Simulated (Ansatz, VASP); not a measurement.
## One calculation of SrCl2, two programs

```
Sr Cl
1.0
     0.00000    3.33246    3.61072
     3.33246    0.00000    3.61072
     3.33246    3.33246    0.00000
Sr Cl
1 2
Direct
  0.00000 0.00000 0.00000
  0.25000 0.25000 0.25000
  0.75000 0.75000 0.75000
```

Alike in both runs: task single point; functional PBE; k mesh 6 × 6 × 6; occupations gaussian, width 0.05 eV; no spin polarisation.

```csv
,VASP,Ansatz
version,VASP 6.6.1,Ansatz 0.2.0
potentials or method,"VASP PAW PBE potentials, release 64 (Sr_sv, Cl), cutoff 520 eV","scalar-relativistic, plane waves, PAW"
valence electrons in the cell,24,24
```

Ansatz gave:

```
gap on the k mesh at the Fermi level (eV)                     : 5.03
least direct gap on the mesh (eV)                             : 5.21
pressure (GPa)                                                : 3.5
traceless stress, the component that is largest in VASP (GPa) : -2.97
```

Which values does VASP return?

gap on the k mesh at the Fermi level (eV): 5.03; least direct gap on the mesh (eV): 5.21; pressure (GPa): 3.6; traceless stress, the component that is largest in VASP (GPa): -2.95.

The functional is the same, so the differences come from potentials, cutoffs and numerics.
